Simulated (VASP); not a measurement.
Set up this calculation in VASP 6.6.1, as the native input.

| Property | Result |
| --- | --- |
| Task | single point |
| Functional | LDA |
| Potentials or basis | VASP PAW LDA potentials, release 64 (Ga_d, P) |
| Cutoff | 520 eV |
| k mesh | 12 × 12 × 12 |
| Occupations | gaussian, width 0.05 eV |
| Spin | no spin polarisation |
| Dipole correction | no |
| Further INCAR settings | ALGO = Normal; EDIFF = 1e-06; NBANDS = 26 |

The structure of GaP lies in POSCAR:

```
GaP
1.0
    1.8822557428      1.0867208598      6.8526856271
   -1.8822557428      1.0867208598      6.8526856271
    0.0000000000     -2.1734417196      6.8526856271
Ga P
2 2
Direct
    0.4353720000      0.4353720000      0.4353720000
    0.5646280000      0.5646280000      0.5646280000
    0.0573890000      0.0573890000      0.0573890000
    0.9426110000      0.9426110000      0.9426110000
```

This cell differs from its parent crystal: ratio of the length along z to the lengths across it x 1.1, volume and fractional coordinates fixed.

One way to write it, as run:

INCAR

```
ALGO = Normal
EDIFF = 1E-6
ENCUT = 520
ISIF = 2
ISMEAR = 0
LASPH = True
LCHARG = True
LELF = True
LREAL = False
LVHAR = True
LWAVE = False
NBANDS = 26
NELM = 60
PREC = Accurate
SIGMA = 0.05
```

KPOINTS

```
k-points
0
Gamma
  12 12 12
```

Potentials or basis: VASP PAW LDA potentials, release 64 (Ga_d, P).

Launch:

```bash
$ cat potpaw_LDA.64/Ga_d/POTCAR potpaw_LDA.64/P/POTCAR > POTCAR
$ mpirun -np 1 vasp_std > vasp.out
```

It gave:

* Pressure: -4.3 GPa
* Largest force: 0.588 eV/Å
* Band gap on the k mesh: 0.20 eV

Caveat: the stress differs along the axes, from -14 to 1 GPa; semilocal functionals underestimate gaps, and a narrow one can read as zero.

It took 31 min on 1 thread of Intel Xeon 8259CL, on a shared host, peak memory 0.55 GiB.
